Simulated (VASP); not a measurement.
Here is a VASP 6.6.1 calculation.

Contents of INCAR:

```
SYSTEM = Ge
PREC     = Accurate       ! precision mode
ENCUT    = 520            ! plane-wave cutoff, eV
EDIFF    = 1E-7           ! SCF threshold, eV
ISMEAR   = -1             ! smearing method
SIGMA    = 0.1            ! smearing width, eV
LREAL    = .False.        ! projectors in reciprocal space
LASPH    = .True.         ! aspherical terms in the spheres
NELM     = 80             ! most SCF steps
ALGO     = Normal         ! electronic algorithm
ISIF     = 2              ! what is computed and relaxed
LWAVE    = .False.        ! write WAVECAR
LCHARG   = .True.         ! write CHGCAR
GGA      = PE             ! functional
LELF     = .True.         ! ELF
LVHAR    = .True.       
NBANDS   = 21             ! bands
```

File KPOINTS:

```
Automatic mesh
0
Gamma
  20 20 20
  0 0 0
```

The input POSCAR:

```
Ge
1.0
   -1.9774116399      1.9774116399      1.0719197379
    1.9774116399     -1.9774116399      1.0719197379
    1.9774116399      1.9774116399     -1.0719197379
Ge
2
Direct
   -0.3750000000     -0.1250000000     -0.2500000000
    0.3750000000      0.1250000000      0.2500000000
```

Potentials or basis: VASP PAW PBE potentials, release 64 (Ge_d).

Command:

```sh
$ cat potpaw_PBE.64/Ge_d/POTCAR > POTCAR
$ mpirun -np 1 vasp_std > vasp.out
```

(1) Estimate the pressure.

(2) What does it give for the band gap on the k mesh?

Answers

(1) 394.1 GPa.

(2) zero (bands 14 and 15 overlap by 11.96 eV).

Caveat: the cell stands under pressure.
